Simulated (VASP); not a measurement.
Input of a VASP 6.6.1 run:

INCAR

```
  PREC = Accurate
  ENCUT = 520
  EDIFF = 1E-6
  ISMEAR = 0
  SIGMA = 0.05
  LREAL = Auto
  LASPH = T
  NELM = 80
  ALGO = Normal
  ISIF = 2
  LWAVE = F
  LCHARG = F
  GGA = PE
  IVDW = 12
  NBANDS = 48
```

File KPOINTS:

```
Automatic mesh
0
Gamma
  3 2 1
```

POSCAR

```
Al18H4C
1.0
    5.7275650000      0.0000000000      0.0000000000
    4.2956740000      7.4403250000      0.0000000000
    0.0000000000      0.0000000000     17.6765370000
Al C H
18 1 4
Direct
    0.1666665958      0.1111111410      0.0565722234
    0.6666666831      0.1111111410      0.0565722234
    0.1666667458      0.4444444295      0.0565722234
    0.6666666585      0.4444444295      0.0565722234
    0.1666666204      0.7777778524      0.0565722234
    0.6666667077      0.7777778524      0.0565722234
   -0.1667228008      0.2222851824      0.1881731133
    0.3331798064      0.2223022516      0.1882414525
   -0.1666775833      0.5556026114      0.1878930245
    0.3332587427      0.5556524749      0.1878756003
   -0.1665852674      0.8888023037      0.1879910075
    0.3333828162      0.8887767671      0.1878969280
    0.0003473628     -0.0004370777      0.3195416048
    0.5001868075     -0.0004447386      0.3196047959
   -0.0003660093      0.3336264209      0.3195990255
    0.4997041423      0.3336780315      0.3195896346
   -0.0000011224      0.6668579666      0.3193264608
    0.4999941989      0.6668063559      0.3190246483
    0.6203901689      0.6644549801      0.5211410470
    0.4182391614      0.7600630349      0.5001714420
    0.6793683812      0.5295088588      0.5003655411
    0.7640887138      0.7035762551      0.5003801932
    0.6199551165      0.6646674708      0.5831315263
```

Potentials or basis: VASP PAW PBE potentials, release 64 (Al, C, H).

Launch:

```console
$ cat potpaw_PBE.64/Al/POTCAR potpaw_PBE.64/C/POTCAR potpaw_PBE.64/H/POTCAR > POTCAR
$ mpirun -np 1 vasp_std > vasp.out
```

**Question.** Estimate the dispersion energy per atom.

**Answer.** -0.186 eV.

**Question.** Estimate the largest force.

**Answer.** 0.027 eV/Å.

**Question.** Estimate the band gap on the k mesh.

**Answer.** Zero (filled and empty bands touch).

Forces in eV/Å, atoms in the order of the input:
```
Al   0.000  0.000  0.006
Al   0.001 -0.001  0.010
Al  -0.002  0.006  0.000
Al   0.000  0.004 -0.001
Al  -0.003 -0.003 -0.006
Al   0.004 -0.004 -0.005
Al   0.001  0.000 -0.001
Al  -0.004 -0.002 -0.001
Al   0.001 -0.003  0.000
Al   0.003  0.001  0.003
Al   0.001  0.000  0.001
Al   0.000  0.001 -0.001
Al   0.000  0.005  0.003
Al  -0.001 -0.002 -0.004
Al  -0.002  0.000 -0.006
Al   0.002 -0.001  0.002
Al   0.001 -0.001 -0.004
Al   0.003 -0.001 -0.009
C    0.011 -0.005  0.008
H   -0.014  0.022 -0.003
H   -0.001 -0.019 -0.005
H    0.007  0.004 -0.007
H   -0.008  0.000  0.021
```

Caveat: the k points lie up to 0.42 Å⁻¹ apart.
